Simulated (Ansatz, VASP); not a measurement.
# Two plane-wave programs on Os

```xyz
1
Lattice="0.0000 1.9936 1.8964 1.9936 0.0000 1.8964 1.9936 1.9936 0.0000" Properties=species:S:1:pos:R:3 pbc="T T T"
Os    0.0000    0.0000    0.0000
```

Change from the starting cell: strain +0.025 along x and y, -0.025 along z, atoms carried along.

Alike in both runs: task single point; functional PBEsol; k mesh 20 × 20 × 20; occupations gaussian, width 0.15 eV; no spin polarisation.

|  | VASP | Ansatz |
| --- | --- | --- |
| version | VASP 6.6.1 | Ansatz 0.2.0 |
| potentials or method | VASP PAW PBE potentials, release 64 (Os), cutoff 520 eV | scalar-relativistic, plane waves, PAW |
| valence electrons in the cell | 8 | 16 |

|  | VASP | Ansatz | Ansatz less VASP |
| --- | --- | --- | --- |
| gap on the k mesh at the Fermi level (eV) | none | none | - |
| pressure (GPa) | -27.2 | -27.0 | +0.17 |
| traceless stress, the component that is largest in VASP (GPa) | 10.09 | 10.15 | +0.057 |

VASP's potentials were made for PBE, not for PBEsol. A gap of «none» marks a metal or a gap that the smearing closes. VASP's potentials hold 8 valence electrons a cell and Ansatz's 16, so a difference there can come from the potentials and not from the codes.

Neither program's run includes spin-orbit coupling.
